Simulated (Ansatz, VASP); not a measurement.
NaTi2: VASP beside Ansatz

```
Na Ti
1.0
     5.17375    0.00000    0.00000
    -2.58687    4.48060    0.00000
     0.00000    0.00000    2.53778
Na Ti
1 2
Direct
  0.00000 0.00000 0.00000
  0.33333 0.66667 0.50000
  0.66667 0.33333 0.50000
```

Alike in both runs: task relaxation of cell and atoms; functional PBE; k mesh 6 × 6 × 6; occupations gaussian, width 0.1 eV; no spin polarisation.

```csv
,VASP,Ansatz
version,VASP 6.6.1,Ansatz 0.2.0
potentials or method,"VASP PAW PBE potentials, release 64 (Na_pv, Ti_sv), cutoff 600 eV","scalar-relativistic, plane waves, PAW"
valence electrons in the cell,31,33
```

|  | VASP | Ansatz | Ansatz less VASP |
| --- | --- | --- | --- |
| gap on the k mesh at the Fermi level, each at its own relaxed structure (eV) | none | none | - |
| relaxed volume (Å³/atom) | 20.12 | 20.12 | -0.001 |
| relaxed length of the cell vector where the two differ most in proportion (Å) | 2.620 | 2.616 | -0.0046 |

A gap of «none» marks a metal or a gap that the smearing closes. VASP's potentials hold 31 valence electrons a cell and Ansatz's 33, so a difference there can come from the potentials and not from the codes.

The k mesh is coarse, so the values compare programs but aren't converged.
